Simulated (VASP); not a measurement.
Si: single point with PBEsol

Crystal: Si.

```
Si
1.0
    -3.38863    3.38863    1.91868
     3.38863   -3.38863    1.91868
     2.92353    2.92353   -1.91868
Si
4
Direct
  0.17873 0.17873 0.35746
  0.82127 0.82127 0.64254
  0.17873 0.82127 0.00000
  0.82127 0.17873 0.00000
```

```
Program                : VASP 6.6.1
Task                   : single point
Functional             : PBEsol
Potentials or basis    : VASP PAW PBE potentials, release 64 (Si)
Cutoff                 : 520 eV
k mesh                 : 10 × 10 × 10
Occupations            : gaussian, width 0.03 eV
Spin                   : no spin polarisation
Dipole correction      : no
Further INCAR settings : ALGO = Normal; EDIFF = 1e-07; NBANDS = 16
```

```json
{
  "Pressure": "10.3 GPa",
  "Largest force": "1.769 eV/Å",
  "Band gap on the k mesh": "zero (bands 8 and 9 overlap by 0.53 eV)"
}
```

Forces in eV/Å, atoms in the order of the input:
```
Si   0.207  0.207  0.000
Si  -0.207 -0.207  0.000
Si  -1.251  1.251  0.000
Si   1.251 -1.251  0.000
```

Stress tensor (GPa, compression positive):
```
12.69  2.70  0.00
 2.70 12.69  0.00
 0.00  0.00  5.40
```

Levels at points of the mesh, in eV from the Fermi level:
```csv
k point,band 4,band 5,band 6,band 7,band 8,band 9,band 10,band 11,band 12,band 13
"(0.00, 0.00, 0.00)",-5.05,-4.33,-2.30,-1.60,-0.76,0.63,1.49,1.71,2.19,2.64
"(0.50, 0.00, 0.00)",-6.38,-4.97,-4.01,-2.81,-1.59,0.59,1.80,3.11,4.12,4.58
"(0.50, 0.50, 0.00)",-4.47,-2.59,-2.42,-2.27,-2.23,1.24,1.48,1.53,2.63,3.67
"(0.00, 0.00, 0.50)",-5.82,-3.71,-3.14,-2.12,-1.95,0.58,1.43,2.92,4.42,5.60
"(0.50, 0.50, 0.50)",-5.79,-3.85,-1.01,-0.54,-0.39,0.97,3.07,3.40,3.49,3.83
```

It took 5.7 min on 1 thread of Intel Xeon 8259CL (shared host), peak memory 0.32 GiB.

Caveat: the stress differs along the axes, from 5 to 13 GPa; semilocal functionals underestimate gaps, and a narrow one can read as zero; the PAW data sets were made with another functional, which shifts forces and pressure a little.
